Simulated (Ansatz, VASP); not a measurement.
# Two plane-wave programs on MgS

The input INCAR:

```
SYSTEM = MgS
ALGO = Normal ; EDIFF = 1E-6
ENCUT = 520 ; GGA = PE
ISIF = 2 ; ISMEAR = -1
LASPH = .TRUE. ; LCHARG = .TRUE.
LELF = .TRUE. ; LREAL = .FALSE.
LVHAR = .TRUE. ; LWAVE = .FALSE.
NBANDS = 11 ; NELM = 80
PREC = Accurate ; SIGMA = 0.02
```

The input KPOINTS:

```
k-points
0
G
  8 8 8
  0 0 0
```

POSCAR

```
MgS
1.0
    0.0819561490      2.8431934199      2.8431934199
    2.8431934199      0.0819561490      2.8431934199
    2.8431934199      2.8431934199      0.0819561490
Mg S
1 1
Direct
    0.0027345533      0.0027345533      0.0027345533
    0.2472654467      0.2472654467      0.2472654467
```

Input for Ansatz:

```yaml
crystal:
  lattice:
    - [0.081956149, 2.8431934199, 2.8431934199]
    - [2.8431934199, 0.081956149, 2.8431934199]
    - [2.8431934199, 2.8431934199, 0.081956149]
  atoms:
    - { symbol: Mg, position: [0.0027345533, 0.0027345533, 0.0027345533] }
    - { symbol: S, position: [0.2472654467, 0.2472654467, 0.2472654467] }
kpoints:
  mp_grid: { grid: [8, 8, 8] }
  band_path:
    path:
      - [0.0, 0.0, 0.0]
      - [-0.5, -0.5, 0.0]
      - [-0.375, -0.375, 0.25]
      - [-0.375, 0.0, 0.375]
      - [0.0, 0.0, 0.5]
      - [-0.5, -0.25, 0.25]
    npoints: 1
hamiltonian:
  xc: pbe
scf:
  occupations: { method: fermi_dirac, width: 0.02 }
  n_extra_bands: 4
output:
  forces: true
  stress: true
  eigenvalues: true
```

Change from the starting cell: epitaxial_111 strain -2.5%.

Alike in both runs: task single point; functional PBE; k mesh 8 × 8 × 8; occupations fermi-dirac, width 0.02 eV; no spin polarisation.

|  | VASP | Ansatz |
| --- | --- | --- |
| version | VASP 6.6.1 | Ansatz 0.2.0 |
| potentials or method | VASP PAW PBE potentials, release 64 (Mg, S) | plane waves, PAW |
| plane-wave cutoff (eV) | 520 | 420 |
| valence electrons in the cell | 8 | 16 |

|  | VASP | Ansatz | Ansatz less VASP |
| --- | --- | --- | --- |
| gap on the k mesh at the Fermi level (eV) | 3.48 | 3.49 | +0.008 |
| pressure (GPa) | 2.8 | 3.0 | +0.15 |
| traceless stress, the component that is largest in VASP (GPa) | -0.92 | -0.91 | +0.006 |
| rms of the force components (eV/Å) | 0.005 | 0.006 | +0.0005 |

Atom by atom the forces differ by 0.000 eV/Å (rms over components). The functional is the same, so the differences come from potentials, cutoffs and numerics. VASP's potentials hold 8 valence electrons a cell and Ansatz's 16, so a difference there can come from the potentials and not from the codes.
